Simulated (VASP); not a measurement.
Wanted: the native input for a VASP 6.6.1 run.

```yaml
Task: single point
Functional: PBEsol
Potentials_or_basis: VASP PAW PBE potentials, release 64 (Li_sv, Nb_sv, O)
Cutoff: 520 eV
k_mesh: 6 × 6 × 6
Occupations: fermi-dirac, width 0.02 eV
Spin: no spin polarisation
Dipole_correction: no
Further_INCAR_settings: ALGO = Normal; EDIFF = 1e-06; NBANDS = 45
```

The structure of LiNbO3 lies in POSCAR:

```
LiNbO3
1.0
    2.5911979705      1.4960288458      4.5493127577
   -2.5911979705      1.4960288458      4.5493127577
    0.0000000000     -2.9920576916      4.5493127577
Li Nb O
2 2 6
Direct
    0.2500000000      0.2500000000      0.2500000000
    0.7500000000      0.7500000000      0.7500000000
    0.5000000000      0.5000000000      0.5000000000
    0.0000000000      0.0000000000      0.0000000000
    0.1296164139      0.3703835861      0.7500000000
    0.3703835861      0.7500000000      0.1296164139
    0.8703835861      0.6296164139      0.2500000000
    0.2500000000      0.8703835861      0.6296164139
    0.6296164139      0.2500000000      0.8703835861
    0.7500000000      0.1296164139      0.3703835861
```

One way to write it, as run:

INCAR

```
SYSTEM = LiNbO3
PREC     = Accurate       ! precision mode
ENCUT    = 520            ! plane-wave cutoff, eV
EDIFF    = 1E-6           ! SCF threshold, eV
ISMEAR   = -1             ! smearing method
SIGMA    = 0.02           ! smearing width, eV
LREAL    = .False.        ! projectors in reciprocal space
LASPH    = .True.         ! aspherical terms in the spheres
NELM     = 100            ! most SCF steps
ALGO     = Normal         ! electronic algorithm
ISIF     = 2              ! what is computed and relaxed
LWAVE    = .False.        ! write WAVECAR
LCHARG   = .False.        ! write CHGCAR
GGA      = PS             ! functional
NBANDS   = 45             ! bands
```

KPOINTS

```
regular mesh
0
Gamma
  6 6 6
  0 0 0
```

Potentials or basis: VASP PAW PBE potentials, release 64 (Li_sv, Nb_sv, O).

The run is started by

```bash
$ cat potpaw_PBE.64/Li_sv/POTCAR potpaw_PBE.64/Nb_sv/POTCAR potpaw_PBE.64/O/POTCAR > POTCAR
$ mpirun -np 1 vasp_std > vasp.out
```

Results of the run:

```yaml
Largest_force: 0.025 eV/Å
Band_gap_on_the_k_mesh: 2.54 eV (least direct gap 2.64 eV)
```

Caveat: the PAW data sets were made with another functional, which shifts forces and pressure a little.

Run time: 3.4 min on 1 thread of AMD EPYC 7R43 64-Core Processor (Zen 3) (shared host), peak memory 0.27 GiB.
